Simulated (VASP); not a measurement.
Wanted: the native input for a VASP 6.6.1 run.

```yaml
Task: single point
Functional: PBE
Potentials_or_basis: VASP PAW PBE potentials, release 64 (Cd, S)
Cutoff: 520 eV
k_mesh: 13 × 13 × 13
Occupations: fermi-dirac, width 0.05 eV
Spin: no spin polarisation
Dipole_correction: no
Further_INCAR_settings: ALGO = Normal; EDIFF = 1e-06; NBANDS = 16
```

The structure of CdS (zincblende type) lies in POSCAR:

```
CdS
1.0
    0.0000000000      2.8395654100      2.8395654100
    2.8395654100      0.0000000000      2.8395654100
    2.8395654100      2.8395654100      0.0000000000
Cd S
1 1
Direct
    0.0000000000      0.0000000000      0.0000000000
    0.2500000000      0.2500000000      0.2500000000
```

The input as run:

INCAR

```
  ALGO = Normal
  EDIFF = 1E-6
  ENCUT = 520
  GGA = PE
  ISIF = 2
  ISMEAR = -1
  LASPH = True
  LCHARG = False
  LREAL = False
  LWAVE = False
  NBANDS = 16
  NELM = 100
  PREC = Accurate
  SIGMA = 0.05
```

KPOINTS

```
k-points
0
Gamma
  13 13 13
```

Potentials or basis: VASP PAW PBE potentials, release 64 (Cd, S).

Run with:

```sh
$ cat potpaw_PBE.64/Cd/POTCAR potpaw_PBE.64/S/POTCAR > POTCAR
$ mpirun -np 1 vasp_std > vasp.out
```

Results of the run:

| Quantity | Value |
| --- | --- |
| Pressure | 9.7 GPa |
| Band gap on the k mesh | 1.32 eV |

Caveat: the cell stands under pressure; an odd mesh through Γ misses points on the zone boundary, where band edges can lie.

Wall time 93 s on 1 thread of Intel Xeon 8259CL (shared host), peak memory 0.21 GiB.
